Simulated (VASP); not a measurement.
A run of VASP 6.6.1 is set up as follows.

The input INCAR:

```
PREC = Accurate ; ENCUT = 400
EDIFF = 1E-6 ; ISMEAR = 0
SIGMA = 0.1 ; LREAL = F
LASPH = T ; NELM = 120
ALGO = Normal ; ISIF = 2
LWAVE = F ; LCHARG = T
LDIPOL = T ; IDIPOL = 3
DIPOL = 0.5 0.5 0.500 ; GGA = PS
LELF = T ; LVHAR = T
LVACPOTAV = T ; NBANDS = 45
GGA_COMPAT = F ; NELMDL = -8
```

Contents of KPOINTS:

```
regular mesh
0
Gamma
  6 6 1
```

POSCAR

```
Ti
1.0
    2.9004352004      0.0000000000      0.0000000000
   -1.4502176002      2.5118505656      0.0000000000
    0.0000000000      0.0000000000     26.4774761173
Ti
6
Direct
    0.6666666667      0.3333333333      0.2832596267
    0.3333333333      0.6666666667      0.3699557760
    0.6666666667      0.3333333333      0.4566519253
    0.3333333333      0.6666666667      0.5433480747
    0.6666666667      0.3333333333      0.6300442240
    0.3333333333      0.6666666667      0.7167403733
```

Potentials or basis: VASP PAW PBE potentials, release 64 (Ti_sv).

Launch:

```sh
$ cat potpaw_PBE.64/Ti_sv/POTCAR > POTCAR
$ mpirun -np 1 vasp_std > vasp.out
```

Question: Estimate the band gap on the k mesh.

Answer: Zero (band 36 reaches 3.08 eV, above the bottom of band 37 at 2.09 eV).

Question: What does it give for the largest force?

Answer: 0.546 eV/Å.

Forces in eV/Å, atoms in the order of the input:
```
Ti   0.000  0.000  0.457
Ti   0.000  0.000 -0.546
Ti   0.000  0.000  0.060
Ti   0.000  0.000 -0.060
Ti   0.000  0.000  0.546
Ti   0.000  0.000 -0.457
```

Caveat: the k points lie up to 0.42 Å⁻¹ apart; the PAW data sets were made with another functional, which shifts forces and pressure a little.
